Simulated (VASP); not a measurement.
# CsZnSbO3 (Cm) in VASP: a series of runs

The runs below take CsZnSbO3 through single point, with PBE.

Everything below comes from runs of VASP 6.6.1. Logs are shortened: lines on timing, memory, paths and dates and some standing lists are left out, and cuts for length are marked.

**1. The cell of the first run**

Symmetry: Cm, No. 8, monoclinic system. Conventional cell: a = 8.804 Å, b = 6.280 Å, c = 5.418 Å, α = 90.00°, β = 113.69°, γ = 90.00°. Cs (site symmetry m) has 9 O at 3.33 to 3.38 Å and 4 Sb at 3.63 to 3.88 Å and 3 Zn at 3.80 Å within 4.4 Å. Zn (site symmetry m) has 3 O at 1.92 Å within 2.5 Å. Within 2.6 Å of Sb (site symmetry m) lie 3 O at 1.96 Å. O (site symmetry 1) has 1 Zn at 1.92 Å and 1 Sb at 1.96 Å within 2.5 Å. Within 2.5 Å of O (site symmetry m) lie 1 Zn at 1.92 Å and 1 Sb at 1.96 Å.

The cell was generated, and may not be a known phase.

**2. Single point, PBE**

Input file INCAR:

```
PREC = Accurate ; ENCUT = 520
EDIFF = 1E-6 ; ISMEAR = 0
SIGMA = 0.02 ; LREAL = False
LASPH = True ; NELM = 80
ALGO = Normal ; ISIF = 2
LWAVE = False ; LCHARG = True
GGA = PE ; LELF = True
LVHAR = True ; NBANDS = 31
```

Input file KPOINTS:

```
Automatic mesh
0
Gamma
  6 6 6
```

Input file POSCAR:

```
CsZnSbO3
1.0
    4.4020887276     -3.1400397474      0.0195455481
    4.4020887276      3.1400397474      0.0195455481
   -2.1989324108      0.0000000000      4.9519993696
Cs Zn Sb O
1 1 1 3
Direct
    0.3140827186      0.3140827186      0.6586313105
    0.8857412890      0.8857412890      0.0866028883
    0.6361179490      0.6361179490      0.3364281029
    0.2417801777      0.7128192855      0.2596623691
    0.7128192855      0.2417801777      0.2596623691
    0.7132304403      0.7132304403      0.7301596800
```

Potentials or basis: VASP PAW PBE potentials, release 64 (Cs_sv, Zn, Sb, O).

Run with:

```bash
$ cat potpaw_PBE.64/Cs_sv/POTCAR potpaw_PBE.64/Zn/POTCAR potpaw_PBE.64/Sb/POTCAR potpaw_PBE.64/O/POTCAR > POTCAR
$ mpirun -np 1 vasp_std > vasp.out
```

OUTCAR:

```text
PREC = Accurate
   ENCUT = 520
   EDIFF = 1E-6
   ISMEAR = 0
   LREAL = False
   LASPH = True
   NELM = 80
   ISIF = 2
   GGA = PE

 ion  position               nearest neighbor table
   1  0.314  0.314  0.659-
   2  0.886  0.886  0.087-   6 1.92   5 1.92   4 1.92   3 3.01
   3  0.636  0.636  0.336-   6 1.96   5 1.96   4 1.96   2 3.01
   4  0.242  0.713  0.260-   2 1.92   3 1.96
   5  0.713  0.242  0.260-   2 1.92   3 1.96
   6  0.713  0.713  0.730-   2 1.92   3 1.96

  LATTYP: Found a base centered monoclinic cell.
 ALAT       =     8.8042642382
 B/A-ratio  =     0.7132997517
 C/A-ratio  =     0.6154137810
 COS(beta)  =    -0.4017750237

  Lattice vectors:

 A1 = (   4.4020887276,  -3.1400397474,   0.0195455481)
 A2 = (   4.4020887276,   3.1400397474,   0.0195455481)
 A3 = (  -2.1989324108,   0.0000000000,   4.9519993696)

Analysis of symmetry for initial positions (statically):
=====================================================================
 Subroutine PRICEL returns:
 Original cell was already a primitive cell.

 Routine SETGRP: Setting up the symmetry group for a
 base centered monoclinic supercell.

 Subroutine GETGRP returns: Found  2 space group operations
 (whereof  2 operations were pure point group operations)
 out of a pool of  4 trial point group operations.

The static configuration has the point symmetry C_1h.

Analysis of symmetry for dynamics (positions and initial velocities):
=====================================================================
 Subroutine PRICEL returns:
 Original cell was already a primitive cell.

 Routine SETGRP: Setting up the symmetry group for a
 base centered monoclinic supercell.

 Subroutine GETGRP returns: Found  2 space group operations
 (whereof  2 operations were pure point group operations)
 out of a pool of  4 trial point group operations.

The dynamic configuration has the point symmetry C_1h.

 Subroutine INISYM returns: Found  2 space group operations
 (whereof  2 operations are pure point group operations),
 and found     1 'primitive' translations

----------------------------------------------------------------------------------------

                                     Primitive cell

  volume of cell :     137.1702

  direct lattice vectors                    reciprocal lattice vectors
     4.402088728 -3.140039747  0.019545548     0.113358946 -0.159233653  0.050336973
     4.402088728  3.140039747  0.019545548     0.113358946  0.159233653  0.050336973
    -2.198932411  0.000000000  4.951999370    -0.000894856  0.000000000  0.201541276

  length of vectors
     5.407274434  5.407274434  5.418265544     0.201840079  0.201840079  0.201543263

  position of ions in fractional coordinates (direct lattice)
     0.314082719  0.314082719  0.658631310
     0.885741289  0.885741289  0.086602888
     0.636117949  0.636117949  0.336428103
     0.241780178  0.712819285  0.259662369
     0.712819285  0.241780178  0.259662369
     0.713230440  0.713230440  0.730159680

  ion indices of the primitive-cell ions
   primitive index   ion index
                 1           1
                 2           2
                 3           3
                 4           4
                 5           5
                 6           6

----------------------------------------------------------------------------------------

 KPOINTS: Automatic mesh

Automatic generation of k-mesh.
 Grid dimensions read from file:
 generate k-points for:    6    6    6

 Generating k-lattice:

  Cartesian coordinates                     Fractional coordinates (reciprocal lattice)
     0.018893158 -0.026538942  0.008389496     0.166666667  0.000000000 -0.000000000
     0.018893158  0.026538942  0.008389496     0.000000000  0.166666667 -0.000000000
    -0.000149143  0.000000000  0.033590213    -0.000000000 -0.000000000  0.166666667

  Length of vectors
     0.033640013  0.033640013  0.033590544

  Shift w.r.t. Gamma in fractional coordinates (k-lattice)
     0.000000000  0.000000000  0.000000000

 Subroutine IBZKPT returns following result:
 ===========================================

 Found     68 irreducible k-points:

 Following reciprocal coordinates:
            Coordinates               Weight
  0.000000  0.000000  0.000000      1.000000
  0.166667  0.000000  0.000000      4.000000
  0.333333  0.000000  0.000000      4.000000
  0.500000  0.000000  0.000000      2.000000
  0.166667  0.166667  0.000000      2.000000
  0.333333  0.166667  0.000000      4.000000
[... 16 lines left out ...]
 -0.333333  0.166667  0.166667      4.000000
 -0.166667  0.166667  0.166667      4.000000
 [... further k-points ...]
   k-points           NKPTS =     68   k-points in BZ     NKDIM =     68   number of bands    NBANDS=     31
   number of dos      NEDOS =    301   number of ions     NIONS =      6
   total plane-waves  NPLWV =  64000
   dimension x,y,z NGX =    40 NGY =   40 NGZ =   40
   dimension x,y,z NGXF=    80 NGYF=   80 NGZF=   80
   ions per type =               1   1   1   3
   NGX,Y,Z   is equivalent  to a cutoff of  12.30, 12.30, 12.27 a.u.
   NGXF,Y,Z  is equivalent  to a cutoff of  24.60, 24.60, 24.55 a.u.
 SYSTEM =  unknown system
   PREC   = accura    normal or accurate (medium, high low for compatibility)
   ISTART =      0    job   : 0-new  1-cont  2-samecut
   ICHARG =      2    charge: 1-file 2-atom 10-const
   ISPIN  =      1    spin polarized calculation?
   LNONCOLLINEAR =      F non collinear calculations
   LSORBIT =      F    spin-orbit coupling
   LASPH  =      T    aspherical Exc in radial PAW
   ENCUT  =  520.0 eV  38.22 Ry    6.18 a.u.  10.05 10.05 10.07*2*pi/ulx,y,z
   NELM   =     80;   NELMIN=  2; NELMDL= -5     # of ELM steps
   EDIFF  = 0.1E-05   stopping-criterion for ELM
   LREAL  =      F    real-space projection
   EDIFFG = 0.1E-04   stopping-criterion for IOM
   NSW    =      0    number of steps for IOM
   IBRION =     -1    ionic relax: 0-MD 1-quasi-New 2-CG
   NFREE  =      0    steps in history (QN), initial steepest desc. (CG)
   ISIF   =      2    stress and relaxation
   ISYM   =      2    0-nonsym 1-usesym 2-fastsym
   POTIM  = 0.5000    time-step for ionic-motion
   TEBEG  =    0.0;   TEEND  =   0.0 temperature during run
   PSTRESS=    0.0 pullay stress
   NELECT =      44.0000    total number of electrons
   NUPDOWN=      -1.0000    fix difference up-down
   EMIN   =  10.00;   EMAX   =-10.00  energy-range for DOS
   EFERMI =   0.00;   METHOD = LEGACY
   ISMEAR =     0;   SIGMA  =   0.02  broadening in eV -4-tet -1-fermi 0-gaus
   EFERMI_NEDOS =   21; number of points for ismear=-14 and -15
   IALGO  =     38    algorithm
   IMIX   =      4    mixing-type and parameters
     AMIX     =   0.40;   BMIX     =  1.00
     AMIX_MAG =   1.60;   BMIX_MAG =  1.00
  volume/ion in A,a.u.               =      22.86       154.28
  Fermi-wavevector in a.u.,A,eV,Ry     =   1.120656  2.117733 17.087154  1.255870
  Thomas-Fermi vector in A             =   2.257304
   LORBIT       =      0    0 simple, 1 ext, 2 COOP (PROOUT), +10 PAW based schemes
   GGA     = PE    functional components
   LHFCALC =     F    Hartree Fock is set to
   AEXX    =    0.0000 exact exchange contribution
   IVDW    =     0    specifies the selected vdW correction
   LEPSILON=     F    determine dielectric tensor
   LRPA    =     F    only Hartree local field effects (RPA)
 non-spin polarized calculation
 Gauss-broadening in eV      SIGMA  =   0.02
  energy-cutoff  :      520.00
  volume of cell :      137.17
 maximum number of plane-waves:      3721
   NGX = 21   NGY = 21   NGZ = 21

 number of electron      43.9999999 magnetization

 Free energy of the ion-electron system (eV)
  ---------------------------------------------------
  ext. energy  EPLUGINS =         0.00000000
  ---------------------------------------------------
  free energy    TOTEN  =       -29.14625227 eV

  energy without entropy =      -29.14625227  energy(sigma->0) =      -29.14625227

 E-fermi :   1.4983     XC(G=0):  -8.3688

 val. band max:        1.3661751347   @ k =   0.5000   0.5000   0.5000
 cond. band min:       3.2604566453   @ k =   0.5000   0.5000   0.5000
 fundamental gap:      1.8942815105
 Fermi energy:         1.4982875755

 k-point     1 :       0.0000    0.0000    0.0000
  band No.  band energies     occupation
      1     -19.2547      2.00000
      2     -16.6225      2.00000
      3     -15.6148      2.00000
      4     -15.6143      2.00000
      5      -7.1548      2.00000
      6      -6.2826      2.00000
[... 23 lines left out ...]
     30       8.8389      0.00000
     31       9.2887      0.00000

 k-point     2 :       0.1667    0.0000    0.0000
  band No.  band energies     occupation
      1     -19.2489      2.00000
      2     -16.6065      2.00000
      3     -15.6515      2.00000
      4     -15.6149      2.00000
      5      -7.1283      2.00000
      6      -6.2764      2.00000
[... 23 lines left out ...]
     30       8.7441      0.00000
     31       9.5397      0.00000

 k-point     3 :       0.3333    0.0000    0.0000
  band No.  band energies     occupation
      1     -19.2370      2.00000
      2     -16.5704      2.00000
      3     -15.7300      2.00000
      4     -15.6156      2.00000
      5      -7.0891      2.00000
      6      -6.2651      2.00000
[... 23 lines left out ...]
     30       9.0123      0.00000
     31       9.2954      0.00000

 k-point     4 :       0.5000    0.0000    0.0000
  band No.  band energies     occupation
      1     -19.2311      2.00000
      2     -16.5495      2.00000
      3     -15.7719      2.00000
      4     -15.6159      2.00000
      5      -7.0767      2.00000
      6      -6.2596      2.00000
[... 635 lines left out ...]
     30       9.1557      0.00000
     31       9.4580      0.00000

 k-point    23 :      -0.3333    0.1667    0.1667
  band No.  band energies     occupation
      1     -19.2288      2.00000
      2     -16.5461      2.00000
      3     -15.7715      2.00000
      4     -15.6229      2.00000
      5      -7.1292      2.00000
      6      -6.2271      2.00000
[... 23 lines left out ...]
     30       8.6459      0.00000
     31       9.4100      0.00000

 k-point    24 :      -0.1667    0.1667    0.1667
  band No.  band energies     occupation
      1     -19.2372      2.00000
      2     -16.5698      2.00000
      3     -15.7235      2.00000
      4     -15.6226      2.00000
      5      -7.0909      2.00000
      6      -6.2606      2.00000
[... 23 lines left out ...]
     30       8.6173      0.00000
     31       9.3544      0.00000

 [... further k-points ...]

------------------------ aborting loop because EDIFF is reached ----------------------------------------

  FORCE on cell =-STRESS in cart. coord.  units (eV):
  Direction    XX          YY          ZZ          XY          YZ          ZX
  --------------------------------------------------------------------------------------
  -------------------------------------------------------------------------------------
  Total        0.1136527      0.3139441      0.2626699      0.0000000      0.0000000      0.1016510
  in kB        1.3274871      3.6669330      3.0680395      0.0000000      0.0000000      1.1873051
  external PRESSURE =       2.6874865 kB  Pullay stress =       0.0000000 kB

 VOLUME and BASIS-vectors are now :
 -----------------------------------------------------------------------------
  energy-cutoff  :      520.00
  volume of cell :      137.17
      direct lattice vectors                 reciprocal lattice vectors
     4.402088728 -3.140039747  0.019545548     0.113358946 -0.159233653  0.050336973
     4.402088728  3.140039747  0.019545548     0.113358946  0.159233653  0.050336973
    -2.198932411  0.000000000  4.951999370    -0.000894856  0.000000000  0.201541276

 POSITION                                       TOTAL-FORCE (eV/Angst)
 -----------------------------------------------------------------------------------
      1.31695      0.00000      3.27382        -0.000316      0.000000     -0.000145
      7.60779      0.00000      0.46348        -0.012587      0.000000      0.006457
      4.86071      0.00000      1.69086         0.096683      0.000000     -0.042702
      3.63125      1.47908      1.30451        -0.022944     -0.020882      0.022947
      3.63125     -1.47908      1.30451        -0.022944      0.020882      0.022947
      4.67384      0.00000      3.64363        -0.037892      0.000000     -0.009505
 -----------------------------------------------------------------------------------
    total drift:                                0.000561     -0.000000      0.000632

  FREE ENERGIE OF THE ION-ELECTRON SYSTEM (eV)
  ---------------------------------------------------
  free  energy   TOTEN  =       -29.1462522660 eV

  energy  without entropy=      -29.1462522660  energy(sigma->0) =      -29.14625227
```

It took 2 min on 1 thread of AMD EPYC 9R45 (Zen 5), shared host; peak memory 0.42 GiB.

Results:

| Item | Value |
| --- | --- |
| Free energy | -29.1463 eV |
| Pressure | 0.3 GPa |
| Largest force | 0.106 eV/Å |
| Band gap on the k mesh | 1.89 eV |

Forces in eV/Å, atoms in the order of the input:
```
Cs   0.000  0.000  0.000
Zn  -0.013  0.000  0.006
Sb   0.097  0.000 -0.043
O   -0.023 -0.021  0.023
O   -0.023  0.021  0.023
O   -0.038  0.000 -0.010
```

Levels at points of the mesh, in eV from the valence-band top:
```
           k point  band 18  band 19  band 20  band 21  band 22  band 23  band 24  band 25  band 26  band 27
(0.00, 0.00, 0.00)    -2.01    -2.00    -1.21    -1.11    -1.11     3.05     4.55     4.56     5.67     6.15
(0.50, 0.00, 0.00)    -2.08    -1.99    -1.70    -1.09    -0.98     3.21     4.67     4.84     5.33     5.95
(0.50, 0.50, 0.00)    -1.90    -1.90    -1.76    -1.02    -0.37     2.78     3.74     4.46     5.22     6.43
(0.00, 0.00, 0.50)    -2.08    -1.99    -1.71    -1.09    -0.99     3.21     4.66     4.85     5.33     5.96
(0.50, 0.00, 0.50)    -1.90    -1.90    -1.76    -1.02    -0.37     2.78     3.74     4.47     5.23     6.43
(0.50, 0.50, 0.50)    -1.81    -1.17    -1.09    -1.09     0.00     1.89     2.91     2.91     4.45     7.77
```

Caveat: spin-orbit coupling is left out, which moves the levels of the heavy elements. A k mesh can miss the band edges.

**3. Single point, PBE**

This run uses another cell than the first one: it holds 12 atoms, not 6.

Input file INCAR:

```
ALGO = Normal ; EDIFF = 1E-6
ENCUT = 520 ; GGA = PE
ISIF = 2 ; ISMEAR = 0
LASPH = True ; LCHARG = False
LREAL = False ; LWAVE = False
NBANDS = 56 ; NELM = 80
PREC = Accurate ; SIGMA = 0.1
```

Input file KPOINTS:

```
k-points
0
Gamma
  4 4 2
```

Input file POSCAR:

```
CsZnSbO3
1.0
   -4.4020887276     -3.1400397474     -0.0195455481
    2.1989324108      0.0000000000     -4.9519993696
    6.6052450445     -6.2800794949      4.9910904658
Cs Zn Sb O
2 2 2 6
Direct
    0.6859172814      0.4984100487      0.1570413593
    0.6859172814      0.9984100487      0.6570413593
    0.1142587110      0.3562677562      0.4428706445
    0.1142587110      0.8562677562      0.9428706445
    0.3638820510      0.9816308716      0.3180589745
    0.3638820510      0.4816308716      0.8180589745
    0.2871807145      0.8612277197      0.1208900888
    0.2871807145      0.3612277197      0.6208900888
    0.7582198223      0.0967472736      0.3564096427
    0.7582198223      0.5967472736      0.8564096427
    0.2867695597      0.6264555402      0.3566152202
    0.2867695597      0.1264555402      0.8566152202
```

Potentials or basis: VASP PAW PBE potentials, release 64 (Cs_sv, Zn, Sb, O).

Run with:

```bash
$ cat potpaw_PBE.64/Cs_sv/POTCAR potpaw_PBE.64/Zn/POTCAR potpaw_PBE.64/Sb/POTCAR potpaw_PBE.64/O/POTCAR > POTCAR
$ mpirun -np 1 vasp_std > vasp.out
```

Run time: 2.7 min. Hardware: 1 thread of AMD EPYC 9R45 (Zen 5), shared host; peak memory 0.49 GiB.

The run converged. Its results:

```yaml
Free_energy: -58.2888 eV
Pressure: 0.3 GPa
Largest_force: 0.101 eV/Å
Band_gap_on_the_k_mesh: 1.89 eV
```

Forces on the atoms (eV/Å):
```
Cs   0.000  0.000  0.000
Cs   0.000  0.000  0.000
Zn  -0.009 -0.001  0.005
Zn  -0.009 -0.001  0.005
Sb   0.093 -0.002 -0.040
Sb   0.093 -0.002 -0.040
O   -0.024 -0.019  0.022
O   -0.024 -0.019  0.022
O   -0.022  0.022  0.023
O   -0.022  0.022  0.023
O   -0.037  0.000 -0.011
O   -0.037  0.000 -0.011
```

Stress tensor (GPa, compression positive):
```
0.13 0.00 0.11
0.00 0.35 0.00
0.11 0.00 0.29
```

Levels at points of the mesh, in eV from the valence-band top:
```
           k point  band 40  band 41  band 42  band 43  band 44  band 45  band 46  band 47  band 48  band 49
(0.00, 0.00, 0.00)    -1.21    -1.11    -1.11    -1.09    -0.98     3.04     3.21     4.55     4.56     4.67
(0.50, 0.00, 0.00)    -1.70    -1.09    -1.02    -0.98    -0.37     2.78     3.21     3.74     4.45     4.67
(0.00, 0.50, 0.00)    -1.60    -1.22    -1.22    -0.71    -0.71     3.19     3.19     4.09     4.09     4.64
(0.50, 0.50, 0.00)    -1.53    -1.02    -1.02    -0.23    -0.23     2.40     2.40     3.29     3.29     3.70
(0.00, 0.00, 0.50)    -1.54    -1.34    -1.34    -1.05    -1.05     3.30     3.30     4.65     4.65     4.74
(0.50, 0.00, 0.50)    -1.60    -1.22    -1.22    -0.71    -0.71     3.19     3.19     4.09     4.09     4.64
(0.00, 0.50, 0.50)    -1.71    -1.09    -1.02    -0.99    -0.37     2.78     3.21     3.74     4.47     4.66
(0.50, 0.50, 0.50)    -1.09    -1.09    -1.02    -0.37     0.00     1.89     2.78     2.91     2.91     3.74
```

Caveat: spin-orbit coupling is left out, which moves the levels of the heavy elements. A k mesh can miss the band edges.
